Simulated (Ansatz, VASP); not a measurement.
## One calculation of Co, two programs

Contents of INCAR:

```
SYSTEM = Co
ALGO = Normal ; EDIFF = 1E-6
ENCUT = 520 ; GGA = PE
ISIF = 2 ; ISMEAR = 0
ISPIN = 2 ; LASPH = .True.
LCHARG = .False. ; LMAXMIX = 4
LORBIT = 11 ; LREAL = .False.
LWAVE = .False. ; MAGMOM = 2.5 2.5
NBANDS = 20 ; NELM = 150
PREC = Accurate ; SIGMA = 0.1
```

KPOINTS

```
k-points
0
Gamma
  13 13 7
  0 0 0
```

Contents of POSCAR:

```
Co
1.0
    2.4863284155      0.0000000000      0.0000000000
   -1.2431642078      2.1532235725      0.0000000000
    0.0000000000      0.0000000000      4.0356975426
Co
2
Direct
    0.3333333333      0.6666666667      0.2500000000
    0.6666666667      0.3333333333      0.7500000000
```

Input for Ansatz:

```yaml
crystal:
  lattice:
    - [2.4863284155368874, 0.0, 0.0]
    - [-1.2431642077684437, 2.1532235725355178, 0.0]
    - [0.0, 0.0, 4.035697542631242]
  atoms:
    - { symbol: Co, position: [0.3333333333333333, 0.6666666666666666, 0.25], spin: 2.5 }
    - { symbol: Co, position: [0.6666666666666666, 0.3333333333333333, 0.75], spin: 2.5 }
basis:
  ecutwfc: 571.4391111657479
kpoints:
  mp_grid:
    grid: [13, 13, 7]
hamiltonian:
  xc: pbe
magnetization:
  spin_polarized: true
scf:
  occupations:
    method: gaussian
output:
  stress: true
```

Alike in both runs: task single point; functional PBE; k mesh 13 × 13 × 7; collinear spin.

```csv
,VASP,Ansatz
version,VASP 6.6.1,Ansatz 0.2.0
potentials or method,"VASP PAW PBE potentials, release 64 (Co), cutoff 520 eV","plane waves, PAW"
occupations,"gaussian, width 0.1 eV",gaussian
valence electrons in the cell,18,34
```

Ansatz gave:

| Property | Result |
| --- | --- |
| pressure (GPa) | 1.1 |
| traceless stress, the component that is largest in VASP (GPa) | -0.86 |
| net moment per atom (μB) | 1.61 |
| size of the moment on the site where the two differ most (μB) | 1.69 |

Q: Which values does VASP return?

A: Pressure (GPa): 0.3; traceless stress, the component that is largest in VASP (GPa): -0.95; net moment per atom (μB): 1.60; size of the moment on the site where the two differ most (μB): 1.62.

Site moments also hang on the region over which each program counts them. VASP's potentials hold 18 valence electrons a cell and Ansatz's 34, so a difference there can come from the potentials and not from the codes.
